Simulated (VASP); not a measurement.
# Al2HCl (R-3m) in VASP: a series of runs, part 2 of 2

VASP 6.6.1. Earlier steps stand in the parts before.

**3. Single point, PBE**

This run uses another cell than the first one, of 13.87 Å³/atom.

Input file INCAR:

```
SYSTEM = Al2HCl
PREC = Accurate
ENCUT = 500
EDIFF = 1E-6
ISMEAR = 0
SIGMA = 0.1
LREAL = .FALSE.
LASPH = .TRUE.
NELM = 120
ALGO = Normal
ISIF = 2
LWAVE = .FALSE.
LCHARG = .TRUE.
GGA = PE
LELF = .TRUE.
LVHAR = .TRUE.
NBANDS = 15
GGA_COMPAT = .FALSE.
```

Input file KPOINTS:

```
Automatic mesh
0
G
  6 6 6
  0 0 0
```

Input file POSCAR:

```
Al2HCl
1.0
    1.6954982400      0.9788963700      5.5699865900
   -1.6954982400      0.9788963700      5.5699865900
    0.0000000000     -1.9577927300      5.5699865900
Al H Cl
2 1 1
Direct
    0.7613219800      0.7613219800      0.7613219800
    0.2386780200      0.2386780200      0.2386780200
    0.5000000000      0.5000000000      0.5000000000
    0.0000000000      0.0000000000      0.0000000000
```

Potentials or basis: VASP PAW PBE potentials, release 64 (Al, H, Cl).

Started as:

```bash
$ cat potpaw_PBE.64/Al/POTCAR potpaw_PBE.64/H/POTCAR potpaw_PBE.64/Cl/POTCAR > POTCAR
$ mpirun -np 1 vasp_std > vasp.out
```

OUTCAR:

```text
SYSTEM = Al2HCl
   PREC = Accurate
   ENCUT = 500
   EDIFF = 1E-6
   ISMEAR = 0
   LREAL = .FALSE.
   LASPH = .TRUE.
   NELM = 120
   ISIF = 2
   GGA = PE

 ion  position               nearest neighbor table
   1  0.761  0.761  0.761-   4 2.52   4 2.52   4 2.52   2 3.10   2 3.10   2 3.10
   2  0.239  0.239  0.239-   4 2.52   4 2.52   4 2.52   1 3.10   1 3.10   1 3.10
   3  0.500  0.500  0.500-
   4  0.000  0.000  0.000-   1 2.52   1 2.52   2 2.52   2 2.52   1 2.52   2 2.52

  LATTYP: Found a trigonal (rhomboedric) cell.
 ALAT       =     5.9040412429
 COS(alpha) =     0.8350600274
[... 631 lines left out ...]
  --------------------------------------------------------------------------------------
  -------------------------------------------------------------------------------------
  Total        2.9110460      2.9110460      6.5281943     -0.0000000      0.0000000     -0.0000000
  in kB       84.0853206     84.0853208    188.5663491     -0.0000000      0.0000001     -0.0000000
  external PRESSURE =     118.9123302 kB  Pullay stress =       0.0000000 kB

 VOLUME and BASIS-vectors are now :
 -----------------------------------------------------------------------------
  energy-cutoff  :      500.00
  volume of cell :       55.47
      direct lattice vectors                 reciprocal lattice vectors
     1.695498240  0.978896370  5.569986590     0.294898566  0.170259766  0.059844549
    -1.695498240  0.978896370  5.569986590    -0.294898566  0.170259766  0.059844549
     0.000000000 -1.957792730  5.569986590     0.000000000 -0.340519533  0.059844549

 POSITION                                       TOTAL-FORCE (eV/Angst)
 -----------------------------------------------------------------------------------
      0.00000      0.00000     12.72166        -0.000000      0.000000      3.024754
      0.00000      0.00000      3.98830        -0.000000     -0.000000     -3.024754
      0.00000      0.00000      8.35498        -0.000000     -0.000000      0.000000
      0.00000      0.00000      0.00000         0.000000     -0.000000      0.000000
 -----------------------------------------------------------------------------------
    total drift:                                0.000000      0.000000      0.000000

  FREE ENERGIE OF THE ION-ELECTRON SYSTEM (eV)
  ---------------------------------------------------
  free  energy   TOTEN  =       -10.8512924502 eV

  energy  without entropy=      -10.8473405601  energy(sigma->0) =      -10.84931651
```

OSZICAR:

```text
N       E                     dE             d eps       ncg     rms          rms(c)
DAV:   1     0.308281134405E+02    0.30828E+02   -0.53674E+03   960   0.747E+02
DAV:   2    -0.903814880704E+01   -0.39866E+02   -0.36250E+02  1374   0.119E+02
DAV:   3    -0.115140731762E+02   -0.24759E+01   -0.24653E+01  1219   0.276E+01
DAV:   4    -0.115327880670E+02   -0.18715E-01   -0.18713E-01  1212   0.306E+00
DAV:   5    -0.115330681287E+02   -0.28006E-03   -0.28006E-03  1255   0.379E-01    0.134E+01
DAV:   6    -0.108863448848E+02    0.64672E+00   -0.79073E-01  1221   0.510E+00    0.944E+00
DAV:   7    -0.108591795916E+02    0.27165E-01   -0.39154E-01  1292   0.289E+00    0.416E+00
DAV:   8    -0.108562573861E+02    0.29222E-02   -0.10665E-01  1163   0.169E+00    0.143E+00
DAV:   9    -0.108514047822E+02    0.48526E-02   -0.17772E-02  1170   0.778E-01    0.280E-01
DAV:  10    -0.108513262493E+02    0.78533E-04   -0.28440E-03  1191   0.300E-01    0.778E-02
DAV:  11    -0.108513162584E+02    0.99909E-05   -0.21147E-04  1205   0.788E-02    0.430E-02
DAV:  12    -0.108512906100E+02    0.25648E-04   -0.55864E-05  1219   0.377E-02    0.362E-02
DAV:  13    -0.108512925324E+02   -0.19225E-05   -0.12781E-05  1149   0.212E-02    0.387E-03
DAV:  14    -0.108512924502E+02    0.82258E-07   -0.37924E-07   676   0.393E-03
   1 F= -.10851292E+02 E0= -.10849317E+02  d E =-.395189E-02
```

Wall time 69 s (1 thread of Intel Xeon Platinum 8259CL at 2.50GHz (Skylake/Cascade Lake), shared host); peak memory 0.31 GiB.

Results:

```yaml
Free_energy: -10.8513 eV
Pressure: 11.9 GPa
Largest_force: 3.025 eV/Å
Band_gap_on_the_k_mesh: zero (bands 7 and 8 overlap by 2.05 eV)
```

Forces in eV/Å, atoms in the order of the input:
```
Al   0.000  0.000  3.025
Al   0.000  0.000 -3.025
H    0.000  0.000  0.000
Cl   0.000  0.000  0.000
```

Stress tensor (GPa, compression positive):
```
 8.41  0.00  0.00
 0.00  8.41  0.00
 0.00  0.00 18.86
```

Caveat: the k points lie up to 0.36 Å⁻¹ apart, too coarse for converged energies and pressures of a metal; forces of over 1 eV/Å act on the atoms, so gaps and moduli don't describe the material at rest.

**4. Single point, PBE**

This run uses another cell than the first one, of 15.21 Å³/atom.

Input file INCAR:

```
PREC = Accurate
ENCUT = 500
EDIFF = 1E-6
ISMEAR = 0
SIGMA = 0.1
LREAL = F
LASPH = T
NELM = 120
ALGO = Normal
ISIF = 2
LWAVE = F
LCHARG = F
GGA = PE
NBANDS = 15
GGA_COMPAT = F
```

Input file KPOINTS:

```
regular mesh
0
Gamma
  6 6 6
```

Input file POSCAR:

```
Al2HCl
1.0
    1.6621769499      0.9596583114      6.3570784748
   -1.6621769499      0.9596583114      6.3570784748
    0.0000000000     -1.9193166170      6.3570784757
Al H Cl
2 1 1
Direct
    0.7779359989      0.7779359989      0.7779359989
    0.2220640011      0.2220640011      0.2220640011
    0.5000000000      0.5000000000      0.5000000000
    0.0000000000      0.0000000000      0.0000000000
```

Started as:

```bash
$ cat potpaw_PBE.64/Al/POTCAR potpaw_PBE.64/H/POTCAR potpaw_PBE.64/Cl/POTCAR > POTCAR
$ mpirun -np 1 vasp_std > vasp.out
```

Run time: 61 s. Hardware: 1 thread of Intel Xeon Platinum 8259CL at 2.50GHz (Skylake/Cascade Lake), shared host; peak memory 0.31 GiB.

The run converged. Its results:

- Free energy: -12.1844 eV
- Pressure: 0.0 GPa
- Band gap on the k mesh: zero (bands 7 and 8 overlap by 3.77 eV)

Stress tensor (GPa, compression positive):
```
-0.05  0.00  0.00
 0.00 -0.05  0.00
 0.00  0.00  0.23
```

Levels at points of the mesh, in eV from the Fermi level:
```
           k point  band 5  band 6  band 7  band 8  band 9  band 10
(0.00, 0.00, 0.00)   -2.51   -0.36    0.38    4.83    6.35     6.35
(0.50, 0.00, 0.00)   -4.61   -3.34   -0.76    1.89    2.89     2.94
(0.50, 0.50, 0.00)   -3.35   -3.12   -0.71    1.45    2.24     3.33
(0.50, 0.50, 0.50)   -2.51   -2.51    3.56    4.91    5.25     6.83
```

Caveat: the k points lie up to 0.37 Å⁻¹ apart, too coarse for converged energies and pressures of a metal.

**5. Relaxation of cell and atoms, PBE**

This run uses another cell than the first one, of 13.87 Å³/atom.

Input file INCAR:

```
  ALGO = Normal
  EDIFF = 1E-7
  EDIFFG = -0.04
  ENCUT = 500
  GGA = PE
  GGA_COMPAT = False
  IBRION = 2
  ISIF = 3
  ISMEAR = 0
  LASPH = True
  LCHARG = False
  LREAL = False
  LWAVE = False
  NELM = 120
  NELMIN = 4
  NSW = 90
  PREC = Accurate
  SIGMA = 0.1
```

Input file KPOINTS:

```
k-points
0
Gamma
  6 6 6
```

Input file POSCAR:

```
Al2HCl
1.0
    1.6954982400      0.9788963700      5.5699865900
   -1.6954982400      0.9788963700      5.5699865900
    0.0000000000     -1.9577927300      5.5699865900
Al H Cl
2 1 1
Direct
    0.7613219800      0.7613219800      0.7613219800
    0.2386780200      0.2386780200      0.2386780200
    0.5000000000      0.5000000000      0.5000000000
    0.0000000000      0.0000000000      0.0000000000
```

Started as:

```bash
$ cat potpaw_PBE.64/Al/POTCAR potpaw_PBE.64/H/POTCAR potpaw_PBE.64/Cl/POTCAR > POTCAR
$ mpirun -np 1 vasp_std > vasp.out
```

It took 6.2 min on 1 thread of Intel Xeon Platinum 8259CL at 2.50GHz (Skylake/Cascade Lake), shared host; peak memory 0.35 GiB.

The run converged. Its results:

| Item | Value |
| --- | --- |
| Free energy | -12.1795 eV |
| Relaxed volume | 15.19 Å³/atom |
| Relaxed cell | a = 6.647 Å, b = 6.647 Å, c = 6.647 Å, α = 28.93°, β = 28.93°, γ = 28.93° |
| Space group after relaxing (to 0.1 Å) | R-3m (No. 166) |
| Energy gained by relaxing | 332.1 meV/atom |
| Ionic steps | 10 |
| Pressure after relaxing | 0.0 GPa |
| Largest force after relaxing | 0.040 eV/Å |
| Band gap on the k mesh | zero (bands 7 and 8 overlap by 3.77 eV) |

Forces on the atoms (eV/Å):
```
Al   0.000  0.000 -0.040
Al   0.000  0.000  0.040
H    0.000  0.000  0.000
Cl   0.000  0.000  0.000
```

The path:
| step | energy change (eV) | largest force (eV/Å) | pressure (GPa) | volume (Å³) |
| --- | --- | --- | --- | --- |
| 1 | 0.0000 | 3.0247 | 11.89 | 55.47 |
| 2 | -1.0213 | 1.2597 | 0.38 | 64.11 |
| 3 | -1.1374 | 0.6181 | -2.63 | 68.24 |
| 4 | -1.1404 | 0.5346 | -3.01 | 68.90 |
| 5 | -1.2428 | 0.2926 | -2.25 | 66.07 |
| 6 | -1.3098 | 0.1543 | -0.62 | 62.48 |
| 7 | -1.3114 | 0.2663 | -0.18 | 61.78 |
| 8 | -1.3115 | 0.2424 | -0.28 | 61.92 |
| 9 | -1.3247 | 0.1154 | -0.13 | 61.29 |
| 10 | -1.3282 | 0.0395 | 0.05 | 60.78 |

Final structure:
```
Al H Cl
1.0
     1.66036    0.95861    6.36424
    -1.66036    0.95861    6.36424
     0.00000   -1.91722    6.36424
Al H Cl
2 1 1
Direct
  0.77817 0.77817 0.77817
  0.22183 0.22183 0.22183
  0.50000 0.50000 0.50000
  0.00000 0.00000 0.00000
```

Levels at points of the mesh, in eV from the Fermi level:
```tsv
k point	band 4	band 5	band 6	band 7	band 8	band 9	band 10	band 11
(0.00, 0.00, 0.00)	-2.46	-2.46	-0.36	0.39	4.86	6.38	6.38	7.40
(0.50, 0.00, 0.00)	-4.78	-4.62	-3.29	-0.74	1.90	2.91	2.94	3.39
(0.50, 0.50, 0.00)	-5.70	-3.30	-3.12	-0.69	1.45	2.24	3.34	3.95
(0.50, 0.50, 0.50)	-3.83	-2.46	-2.46	3.56	4.96	5.26	7.01	7.01
```

Caveat: the k points lie up to 0.37 Å⁻¹ apart in the final cell, too coarse for converged energies and pressures of a metal.

**6. Overview**

| task | cell | k mesh | cutoff (eV) | gap on the mesh (eV) | pressure (GPa) | largest force (eV/Å) |
| --- | --- | --- | --- | --- | --- | --- |
| single point | a = 6.785 Å, angles 27.4°, 4 atoms, atomic positions A | 18 × 18 × 18 | 520 | none | 0.0 | 0.01 |
| single point | a = 5.904 Å, angles 33.4°, 4 atoms, atomic positions B | 6 × 6 × 6 | 500 | none | 11.9 | 3.02 |
| single point | a = 6.640 Å, angles 29.0°, 4 atoms, atomic positions C | 6 × 6 × 6 | 500 | none | 0.0 | - |
| relaxation of cell and atoms | relaxed from a = 5.904 Å, angles 33.4°, 4 atoms, atomic positions B | 6 × 6 × 6 | 500 | none | 0.0 | 0.04 |

Alike in all rows: level PBE; potentials or basis VASP PAW PBE potentials, release 64 (Al, H, Cl); no spin polarisation; smearing gaussian 0.1 eV.

Caveats: some runs use coarse meshes; forces of over 1 eV/Å act on the atoms, so gaps and moduli don't describe the material at rest (at least some runs).

Total energies depend on the potentials used, so only differences within one code and one set of settings carry meaning.
